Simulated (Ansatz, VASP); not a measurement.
# Two plane-wave programs on MgO

```
Mg O
1.0
     3.09196    0.00000    0.00000
    -1.54598    2.41058    0.00000
     0.00000    0.00000    2.67979
Mg O
1 1
Cartesian
  0.0000 0.0000 0.0000
  0.0000 1.6071 1.3399
```

Change from the starting cell: strain +0.0525 x Voigt [1, -1, 0, 0, 0, 0], atoms carried along.

Alike in both runs: task single point; functional PBE; k mesh 12 × 12 × 8; occupations gaussian, width 0.05 eV; no spin polarisation.

|  | VASP | Ansatz |
| --- | --- | --- |
| version | VASP 6.6.1 | Ansatz 0.2.0 |
| potentials or method | VASP PAW PBE potentials, release 64 (Mg, O), cutoff 520 eV | scalar-relativistic, plane waves, PAW |
| valence electrons in the cell | 8 | 16 |

|  | VASP | Ansatz | Ansatz less VASP |
| --- | --- | --- | --- |
| gap on the k mesh at the Fermi level (eV) | 2.85 | 2.88 | +0.025 |
| least direct gap on the mesh (eV) | 3.30 | 3.33 | +0.022 |
| pressure (GPa) | 0.5 | 1.1 | +0.64 |
| traceless stress, the component that is largest in VASP (GPa) | 11.13 | 10.96 | -0.168 |
| rms of the force components (eV/Å) | 0.047 | 0.045 | -0.0021 |

Atom by atom the forces differ by 0.002 eV/Å (rms over components). The functional is the same, so the differences come from potentials, cutoffs and numerics. VASP's potentials hold 8 valence electrons a cell and Ansatz's 16, so a difference there can come from the potentials and not from the codes.
